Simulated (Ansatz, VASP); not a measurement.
# Two plane-wave programs on NbFe3Sn

Contents of INCAR:

```
ALGO     = Fast           # electronic algorithm
EDIFF    = 1E-6           # SCF threshold, eV
ENCUT    = 520            # plane-wave cutoff, eV
GGA      = PE             # functional
ISIF     = 2              # what is computed and relaxed
ISMEAR   = 0              # smearing method
ISPIN    = 2              # spin polarisation
LASPH    = True           # aspherical terms in the spheres
LCHARG   = False          # write CHGCAR
LMAXMIX  = 4              # l up to which the mixer works
LORBIT   = 11             # projections on sites
LREAL    = False          # projectors in reciprocal space
LWAVE    = False          # write WAVECAR
MAGMOM   = 0 4 4 4 0      # initial moments
NBANDS   = 38             # bands
NELM     = 150            # most SCF steps
PREC     = Accurate       # precision mode
SIGMA    = 0.1            # smearing width, eV
```

Contents of KPOINTS:

```
k-points
0
Gamma
  4 4 4
```

Contents of POSCAR:

```
NbFe3Sn
1.0
    4.1285918738      0.0000000000      0.0000000000
    0.0000000000      4.1285918738      0.0000000000
    0.0000000000      0.0000000000      4.1285918738
Nb Fe Sn
1 3 1
Direct
    0.0000000000      0.0000000000      0.0000000000
    0.0000000000      0.5000000000      0.5000000000
    0.5000000000      0.0000000000      0.5000000000
    0.5000000000      0.5000000000      0.0000000000
    0.5000000000      0.5000000000      0.5000000000
```

Input for Ansatz:

```yaml
crystal:
  lattice:
    - [4.1285918738, 0.0, 0.0]
    - [0.0, 4.1285918738, 0.0]
    - [0.0, 0.0, 4.1285918738]
  atoms:
    - { symbol: Nb, position: [0.0, 0.0, 0.0] }
    - { symbol: Fe, position: [0.0, 0.5, 0.5], spin: 4.0 }
    - { symbol: Fe, position: [0.5, 0.0, 0.5], spin: 4.0 }
    - { symbol: Fe, position: [0.5, 0.5, 0.0], spin: 4.0 }
    - { symbol: Sn, position: [0.5, 0.5, 0.5] }
basis:
  ecutwfc: 420
kpoints:
  mp_grid: { grid: [4, 4, 4] }
hamiltonian:
  xc: pbe
scf:
  occupations: { method: gaussian, width: 0.1 }
  lower_state_search: "off"
output:
  forces: true
  stress: true
  eigenvalues: true
  populations: true
magnetization:
  spin_polarized: true
```

Alike in both runs: task single point; functional PBE; k mesh 4 × 4 × 4; occupations gaussian, width 0.1 eV; collinear spin.

|  | VASP | Ansatz |
| --- | --- | --- |
| version | VASP 6.6.1 | Ansatz 0.2.0 |
| potentials or method | VASP PAW PBE potentials, release 64 (Nb_sv, Fe, Sn_d), cutoff 520 eV | scalar-relativistic, plane waves, PAW |
| valence electrons in the cell | 51 | 75 |

Ansatz gave:

* gap on the k mesh at the Fermi level (eV): none
* net moment per atom (μB): 0.27
* size of the moment on the site where the two differ most (μB): 0.01

**Question.** Estimate VASP's values.

**Answer.** gap on the k mesh at the Fermi level (eV): none; net moment per atom (μB): 0.27; size of the moment on the site where the two differ most (μB): 0.05.

Site moments also hang on the region over which each program counts them. A gap of «none» marks a metal or a gap that the smearing closes. The functional is the same, so the differences come from potentials, cutoffs and numerics. VASP's potentials hold 51 valence electrons a cell and Ansatz's 75, so a difference there can come from the potentials and not from the codes.

The k mesh is coarse, so the values compare programs but aren't converged.
